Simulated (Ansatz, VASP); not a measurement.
## BN in VASP and in Ansatz

Contents of INCAR:

```
PREC = Accurate
ENCUT = 520
EDIFF = 1E-6
ISMEAR = 0
SIGMA = 0.05
LREAL = False
LASPH = True
NELM = 100
ALGO = Normal
ISIF = 2
LWAVE = False
LCHARG = True
GGA = PE
LELF = True
LVHAR = True
NBANDS = 16
```

KPOINTS

```
Automatic mesh
0
Gamma
  12 12 6
```

The input POSCAR:

```
BN
1.0
    2.5545800960      0.0000000000      0.0000000000
   -1.2772900480      2.2123312591      0.0000000000
    0.0000000000      0.0000000000      4.2245145352
B N
2 2
Direct
    0.6666666667      0.3333333333      0.9998058547
    0.3333333333      0.6666666667      0.4998058547
    0.6666666667      0.3333333333      0.5186730300
    0.3333333333      0.6666666667      0.1251941453
```

Input for Ansatz:

```yaml
crystal:
  lattice:
    - [2.554580096, 0.0, 0.0]
    - [-1.277290048, 2.2123312591, 0.0]
    - [0.0, 0.0, 4.2245145352]
  atoms:
    - { symbol: B, position: [0.6666666667, 0.3333333333, 0.9998058547] }
    - { symbol: B, position: [0.3333333333, 0.6666666667, 0.4998058547] }
    - { symbol: "N", position: [0.6666666667, 0.3333333333, 0.51867303] }
    - { symbol: "N", position: [0.3333333333, 0.6666666667, 0.1251941453] }
basis:
  ecutwfc: 420
kpoints:
  mp_grid: { grid: [12, 12, 6] }
hamiltonian:
  xc: pbe
scf:
  occupations: { method: gaussian, width: 0.05 }
output:
  forces: true
  stress: true
  eigenvalues: true
```

Alike in both runs: task single point; functional PBE; k mesh 12 × 12 × 6; occupations gaussian, width 0.05 eV; no spin polarisation.

|  | VASP | Ansatz |
| --- | --- | --- |
| version | VASP 6.6.1 | Ansatz 0.2.0 |
| potentials or method | VASP PAW PBE potentials, release 64 (B, N), cutoff 520 eV | scalar-relativistic, plane waves, PAW |
| valence electrons in the cell | 16 | 16 |

```tsv
	VASP	Ansatz	Ansatz less VASP
gap on the k mesh at the Fermi level (eV)	2.77	2.78	+0.011
least direct gap on the mesh (eV)	4.33	4.33	+0.002
pressure (GPa)	26.7	26.5	-0.27
traceless stress, the component that is largest in VASP (GPa)	19.83	19.91	+0.071
rms of the force components (eV/Å)	3.844	3.843	-0.0010
```

Atom by atom the forces differ by 0.007 eV/Å (rms over components). The functional is the same, so the differences come from potentials, cutoffs and numerics.
